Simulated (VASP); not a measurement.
# O (I4_1/amd) in VASP: further runs, part 2 of 2

VASP 6.6.1. The steps go on from the part before.

## Step 4: Relaxation of cell and atoms, PBE, target pressure 26 GPa, at which the enthalpy is minimised

This run uses another cell than the first one, of 7.16 Å³/atom.

The input, INCAR:

```
  PREC = Accurate
  ENCUT = 600
  EDIFF = 1E-6
  ISMEAR = -1
  SIGMA = 0.05
  LREAL = False
  LASPH = True
  NELM = 100
  ALGO = Normal
  ISIF = 3
  LWAVE = False
  LCHARG = False
  GGA = PE
  IBRION = 2
  NSW = 60
  EDIFFG = -0.005
  PSTRESS = 260.0
```

The input, KPOINTS:

```
Automatic mesh
0
Gamma
  19 19 19
```

The input, POSCAR:

```
O
1.0
   -1.8671358384      1.8671358384      1.0269247111
    1.8671358384     -1.8671358384      1.0269247111
    1.8671358384      1.8671358384     -1.0269247111
O
2
Direct
   -0.3750000000     -0.1250000000     -0.2500000000
    0.3750000000      0.1250000000      0.2500000000
```

Potentials or basis: VASP PAW PBE potentials, release 64 (O).

The run is started by

```bash
cat potpaw_PBE.64/O/POTCAR > POTCAR
mpirun -np 1 vasp_std > vasp.out
```

OUTCAR:

```text
PREC = Accurate
   ENCUT = 600
   EDIFF = 1E-6
   ISMEAR = -1
   LREAL = False
   LASPH = True
   NELM = 100
   ISIF = 3
   GGA = PE
   IBRION = 2
   NSW = 60
   EDIFFG = -0.005
   PSTRESS = 260.0

 ion  position               nearest neighbor table
   1  0.625  0.875  0.750-   2 1.94   2 1.94   2 1.94   2 1.94
   2  0.375  0.125  0.250-   1 1.94   1 1.94   1 1.94   1 1.94

  LATTYP: Found a body centered tetragonal cell.
 ALAT       =     3.7342716768
 C/A-ratio  =     0.5500000000

  Lattice vectors:

 A1 = (  -1.8671358384,   1.8671358384,   1.0269247111)
 A2 = (   1.8671358384,  -1.8671358384,   1.0269247111)
 A3 = (   1.8671358384,   1.8671358384,  -1.0269247111)

Analysis of symmetry for initial positions (statically):
=====================================================================
 Subroutine PRICEL returns:
 Original cell was already a primitive cell.

 Routine SETGRP: Setting up the symmetry group for a
 body centered tetragonal supercell.

 Subroutine GETGRP returns: Found 16 space group operations
 (whereof  4 operations were pure point group operations)
 out of a pool of 16 trial point group operations.

The static configuration has the point symmetry C_2h.
 The point group associated with its full space group is D_4h.

[... 278 lines left out ...]

------------------------ aborting loop because EDIFF is reached ----------------------------------------
[... 71 lines left out ...]
--------------------------------------- Ionic step       34  -------------------------------------------

 number of electron      12.0000000 magnetization

 Free energy of the ion-electron system (eV)
  ---------------------------------------------------
  ext. energy  EPLUGINS =         0.00000000
  ---------------------------------------------------
  free energy    TOTEN  =        -6.23233733 eV

  energy without entropy =       -6.22964792  energy(sigma->0) =       -6.23099263

 E-fermi :   4.0350     XC(G=0): -12.3439

 val. band max:        4.0177262536   @ k =  -0.3684   0.3684   0.0000
 cond. band min:       4.0369121203   @ k =  -0.3158   0.3684   0.0526
 fundamental gap:      0.0191858668
 Fermi energy:         4.0349507659

 k-point     1 :       0.0000    0.0000    0.0000
  band No.  band energies     occupation
      1     -19.7645      2.00000
      2      -8.7918      2.00000
      3      -1.5506      2.00000
      4      -1.5506      2.00000
      5       2.7534      2.00000
      6       3.0584      2.00000
      7       5.7464      0.00000
      8       5.7464      0.00000
      9      19.4316      0.00000
     10      21.2859      0.00000
[... 287 lines left out ...]
 k-point    24 :      -0.2632    0.0526    0.0000
  band No.  band energies     occupation
      1     -18.5986      2.00000
      2     -10.4219      2.00000
      3      -2.1641      2.00000
      4      -0.5679      2.00000
      5       0.9142      2.00000
      6       2.6775      2.00000
      7       5.3285      0.00000
      8       5.7365      0.00000
      9      21.6061      0.00000
     10      22.5564      0.00000

 [... further k-points ...]

------------------------ aborting loop because EDIFF is reached ----------------------------------------

  FORCE on cell =-STRESS in cart. coord.  units (eV):
  Direction    XX          YY          ZZ          XY          YZ          ZX
  --------------------------------------------------------------------------------------
  -------------------------------------------------------------------------------------
  Total        2.3600383      2.3600383      2.3584962     -0.0000000      0.0000000      0.0000000
  in kB      259.7335491    259.7335491    259.5638305     -0.0000000      0.0000000      0.0000000
  external PRESSURE =      -0.3230238 kB  Pullay stress =     260.0000000 kB
[... 21 lines left out ...]
  energy  without entropy=       -6.2296479207  energy(sigma->0) =       -6.23099263

  enthalpy is  TOTEN    =        -3.8698779497 eV   P V=        2.3624593849

 reached required accuracy - stopping structural energy minimisation
```

OSZICAR:

```text
N       E                     dE             d eps       ncg     rms          rms(c)
DAV:   1     0.431960217907E+02    0.43196E+02   -0.84526E+03 11252   0.134E+03
DAV:   2    -0.435797850078E+01   -0.47554E+02   -0.45767E+02 14120   0.229E+02
DAV:   3    -0.557981628555E+01   -0.12218E+01   -0.12033E+01 12664   0.349E+01
DAV:   4    -0.558346923170E+01   -0.36529E-02   -0.36501E-02 11526   0.213E+00
[... 248 lines left out ...]
DAV:   4    -0.623172492739E+01    0.74970E-07   -0.25092E-07  5564   0.568E-03
  33 F= -.38698768E+01 E0= -.38685323E+01  d E =-.104662E-04
       N       E                     dE             d eps       ncg     rms          rms(c)
DAV:   1    -0.623234066201E+01   -0.61566E-03   -0.16145E-04 11040   0.147E-01    0.140E-02
DAV:   2    -0.623233780967E+01    0.28523E-05   -0.35354E-06 11964   0.208E-02    0.625E-03
DAV:   3    -0.623233733464E+01    0.47503E-06   -0.18378E-06  5698   0.147E-02
  34 F= -.38698779E+01 E0= -.38685332E+01  d E =-.115675E-04
```

Run time: 23 min. Hardware: 1 thread of Intel Xeon 8259CL, shared host; peak memory 0.25 GiB.

What came out:

| Property | Result |
| --- | --- |
| Free energy | -6.2323 eV |
| Relaxed volume | 7.28 Å³/atom |
| Relaxed cell | a = 2.709 Å, b = 2.709 Å, c = 2.709 Å, α = 102.78°, β = 102.78°, γ = 123.89° |
| Space group after relaxing (to 0.1 Å) | I4_1/amd (No. 141) |
| Energy change on relaxing (the run minimises the enthalpy) | -322.8 meV/atom |
| Ionic steps | 34 |
| Pressure after relaxing | 26.0 GPa |
| Band gap on the k mesh | zero (bands 6 and 7 overlap by 0.12 eV) |

The path:
```
step  energy change (eV)  largest force (eV/Å)  pressure (GPa)  volume (Å³)
   1              0.0000                0.0000           24.59        14.32
   2              0.0187                0.0000           27.21        14.19
   3              0.0464                0.0000           31.00        14.01
   4              0.1039                0.0000           39.14        13.65
   5              0.1044                0.0000           39.20        13.64
   6              0.1060                0.0000           39.49        13.63
   7              0.1093                0.0000           40.07        13.61
   8              0.1158                0.0000           41.30        13.56
   9              0.1287                0.0000           43.98        13.46
  10              0.1535                0.0000           49.39        13.26
  11              0.1954                0.0000           61.14        12.85
  12              0.3433                0.0000           92.15        12.03
  13              0.2302                0.0000           70.92        12.55
  14              0.2733                0.0000           80.73        12.29
  15              0.2764                0.0000           81.66        12.27
  16              0.2881                0.0000           85.09        12.19
  17              0.2849                0.0000           84.92        12.19
  18              0.2752                0.0000           84.44        12.20
  19              0.2561                0.0000           83.60        12.23
  20              0.2186                0.0000           81.88        12.28
  21              0.1469                0.0000           78.58        12.37
  22              0.0166                0.0000           72.60        12.57
  23             -0.1951                0.0000           61.97        12.96
  24             -0.4560                0.0000           46.19        13.72
  25             -0.4953                0.0000           42.72        13.93
  26             -0.5429                0.0000           38.04        14.08
  27             -0.6442                0.0000           25.73        14.55
  28             -0.6386                0.0000           26.48        14.52
  29             -0.6367                0.0000           26.84        14.50
  30             -0.6384                0.0000           26.78        14.51
  31             -0.6432                0.0000           26.30        14.54
  32             -0.6439                0.0000           26.25        14.55
  33             -0.6450                0.0000           26.09        14.55
  34             -0.6456                0.0000           25.97        14.56
```

Final structure:
```xyz
2
Lattice="-1.6902 1.6902 1.2739 1.6902 -1.6902 1.2739 1.6902 1.6902 -1.2739" Properties=species:S:1:pos:R:3 pbc="T T T"
O     1.6902    0.8451    0.9554
O     0.0000    0.8451    0.3185
```

Caveat: the cell is relaxed towards a set pressure, so the run minimises the enthalpy, not the energy.

## Step 5: Relaxation of cell and atoms, PBE, target pressure 26 GPa, at which the enthalpy is minimised

The input, INCAR:

```
SYSTEM = O
PREC = Accurate
ENCUT = 600
EDIFF = 1E-7
ISMEAR = -1
SIGMA = 0.05
LREAL = .False.
LASPH = .True.
NELM = 100
ALGO = Normal
ISIF = 3
LWAVE = .False.
LCHARG = .False.
GGA = PE
IBRION = 2
NSW = 32
EDIFFG = -0.005
PSTRESS = 260.0
```

The input, KPOINTS:

```
Automatic mesh
0
Gamma
  19 19 19
  0 0 0
```

The input, POSCAR:

```
O
1.0
   -1.6875591072      1.6875591072      1.3024815427
    1.6875591072     -1.6875591072      1.3024815427
    1.6875591072      1.6875591072     -1.3024815427
O
2
Direct
   -0.3750000000     -0.1250000000     -0.2500000000
    0.3750000000      0.1250000000      0.2500000000
```

Potentials or basis: VASP PAW PBE potentials, release 64 (O).

The run is started by

```bash
cat potpaw_PBE.64/O/POTCAR > POTCAR
mpirun -np 1 vasp_std > vasp.out
```

OUTCAR:

```text
SYSTEM = O
   PREC = Accurate
   ENCUT = 600
   EDIFF = 1E-7
   ISMEAR = -1
   LREAL = .False.
   LASPH = .True.
   NELM = 100
   ISIF = 3
   GGA = PE
   IBRION = 2
   NSW = 32
   EDIFFG = -0.005
   PSTRESS = 260.0

 ion  position               nearest neighbor table
   1  0.625  0.875  0.750-   2 1.81   2 1.81   2 1.81   2 1.81
   2  0.375  0.125  0.250-   1 1.81   1 1.81   1 1.81   1 1.81

  LATTYP: Found a body centered tetragonal cell.
 ALAT       =     3.3751182144
 C/A-ratio  =     0.7718138803

  Lattice vectors:

 A1 = (  -1.6875591072,   1.6875591072,   1.3024815427)
 A2 = (   1.6875591072,  -1.6875591072,   1.3024815427)
 A3 = (   1.6875591072,   1.6875591072,  -1.3024815427)

Analysis of symmetry for initial positions (statically):
=====================================================================
 Subroutine PRICEL returns:
 Original cell was already a primitive cell.

 Routine SETGRP: Setting up the symmetry group for a
 body centered tetragonal supercell.

 Subroutine GETGRP returns: Found 16 space group operations
 (whereof  4 operations were pure point group operations)
 out of a pool of 16 trial point group operations.

The static configuration has the point symmetry C_2h.
 The point group associated with its full space group is D_4h.

[... 171 lines left out ...]
  in kB      257.2502406    257.2502406    254.7243890     -0.0000000      0.0000000      0.0000000
  external PRESSURE =      -3.5917099 kB  Pullay stress =     260.0000000 kB
[... 101 lines left out ...]
--------------------------------------- Ionic step        4  -------------------------------------------

 number of electron      11.9999997 magnetization

 Free energy of the ion-electron system (eV)
  ---------------------------------------------------
  ext. energy  EPLUGINS =         0.00000000
  ---------------------------------------------------
  free energy    TOTEN  =        -6.30349656 eV

  energy without entropy =       -6.30057677  energy(sigma->0) =       -6.30203667

 E-fermi :   3.8570     XC(G=0): -12.2315

 val. band max:        3.8505727828   @ k =   0.4211   0.2105   0.1053
 cond. band min:       3.8574924117   @ k =  -0.3684   0.3158   0.0000
 fundamental gap:      0.0069196289
 Fermi energy:         3.8570269594

 k-point     1 :       0.0000    0.0000    0.0000
  band No.  band energies     occupation
      1     -19.8356      2.00000
      2      -8.9694      2.00000
      3      -1.6571      2.00000
      4      -1.6571      2.00000
      5       2.4295      2.00000
      6       2.7496      2.00000
      7       5.4683      0.00000
      8       5.4683      0.00000
      9      18.8188      0.00000
     10      21.3223      0.00000
[... 287 lines left out ...]
 k-point    24 :      -0.2632    0.0526    0.0000
  band No.  band energies     occupation
      1     -18.7040      2.00000
      2     -10.6100      2.00000
      3      -2.2935      2.00000
      4      -0.7631      2.00000
      5       0.6963      2.00000
      6       2.4937      2.00000
      7       5.1231      0.00000
      8       5.5043      0.00000
      9      20.9438      0.00000
     10      22.4062      0.00000

 [... further k-points ...]

------------------------ aborting loop because EDIFF is reached ----------------------------------------

  FORCE on cell =-STRESS in cart. coord.  units (eV):
  Direction    XX          YY          ZZ          XY          YZ          ZX
  --------------------------------------------------------------------------------------
  -------------------------------------------------------------------------------------
  Total        2.4060978      2.4060978      2.4018583      0.0000000      0.0000000      0.0000000
  in kB      260.3557481    260.3557481    259.8970037      0.0000000      0.0000000      0.0000000
  external PRESSURE =       0.2028333 kB  Pullay stress =     260.0000000 kB
[... 21 lines left out ...]
  energy  without entropy=       -6.3005767728  energy(sigma->0) =       -6.30203667

  enthalpy is  TOTEN    =        -3.9006863893 eV   P V=        2.4028101700

 reached required accuracy - stopping structural energy minimisation
```

OSZICAR:

```text
N       E                     dE             d eps       ncg     rms          rms(c)
DAV:   1     0.445828223273E+02    0.44583E+02   -0.83410E+03 11392   0.134E+03
[... 23 lines left out ...]
   3 F= -.39006746E+01 E0= -.38992116E+01  d E =-.351432E-04
       N       E                     dE             d eps       ncg     rms          rms(c)
DAV:   1    -0.630352601133E+01    0.47384E-03   -0.26877E-03 11120   0.577E-01    0.434E-02
DAV:   2    -0.630350430842E+01    0.21703E-04   -0.28658E-05 12146   0.541E-02    0.222E-02
DAV:   3    -0.630349661429E+01    0.76941E-05   -0.19472E-05 11744   0.395E-02    0.335E-03
DAV:   4    -0.630349646578E+01    0.14851E-06   -0.35794E-07 11658   0.706E-03    0.151E-03
DAV:   5    -0.630349655933E+01   -0.93554E-07   -0.51095E-08  5626   0.262E-03
   4 F= -.39006864E+01 E0= -.38992265E+01  d E =-.118268E-04
```

Run time: 2.9 min. Hardware: 1 thread of Intel Xeon 8259CL, shared host; peak memory 0.2 GiB.

Results:

```
Free energy                                                : -6.3035 eV
Relaxed volume                                             : 7.40 Å³/atom
Relaxed cell                                               : a = 2.717 Å, b = 2.717 Å, c = 2.717 Å, α = 103.24°, β = 103.24°, γ = 122.82°
Space group after relaxing (to 0.1 Å)                      : I4_1/amd (No. 141)
Energy change on relaxing (the run minimises the enthalpy) : +2.4 meV/atom
Ionic steps                                                : 4
Pressure after relaxing                                    : 26.0 GPa
Band gap on the k mesh                                     : zero (bands 6 and 7 overlap by 0.14 eV)
```

Step by step:
```csv
step,energy change (eV),largest force (eV/Å),pressure (GPa),volume (Å³)
1,0.0000,0.0000,25.64,14.84
2,0.0058,0.0000,26.20,14.80
3,0.0044,0.0000,26.07,14.81
4,0.0049,0.0000,26.02,14.81
```

Final structure:
```
O
1.0
    -1.68719    1.68719    1.30037
     1.68719   -1.68719    1.30037
     1.68719    1.68719   -1.30037
O
2
Direct
  0.62500 0.87500 0.75000
  0.37500 0.12500 0.25000
```

Caveat: the cell is relaxed towards a set pressure, so the run minimises the enthalpy, not the energy.

## Step 6: Summary

```tsv
task	cell	cutoff (eV)	gap on the mesh (eV)	pressure (GPa)
single point	a = 2.719 Å, angles 103.3, 103.3, 122.8°, 2 atoms	520	none	25.8
relaxation of cell and atoms	relaxed to 26 GPa from a = 2.833 Å, angles 97.5, 97.5, 137.5°, 2 atoms	600	none	26.0
relaxation of cell and atoms	relaxed to 26 GPa from a = 2.719 Å, angles 103.3, 103.3, 122.8°, 2 atoms	600	none	26.0
```

Alike in all rows: level PBE; potentials or basis VASP PAW PBE potentials, release 64 (O); no spin polarisation; k mesh 19 × 19 × 19; smearing fermi-dirac 0.05 eV.

Caveats: the cell is relaxed towards a set pressure, so the run minimises the enthalpy, not the energy (at least some runs); the cell stands under pressure (at least some runs).

Total energies depend on the potentials used, so only differences within one code and one set of settings carry meaning.

The gap in the log of VASP goes by the Fermi energy; the results here count the filled bands.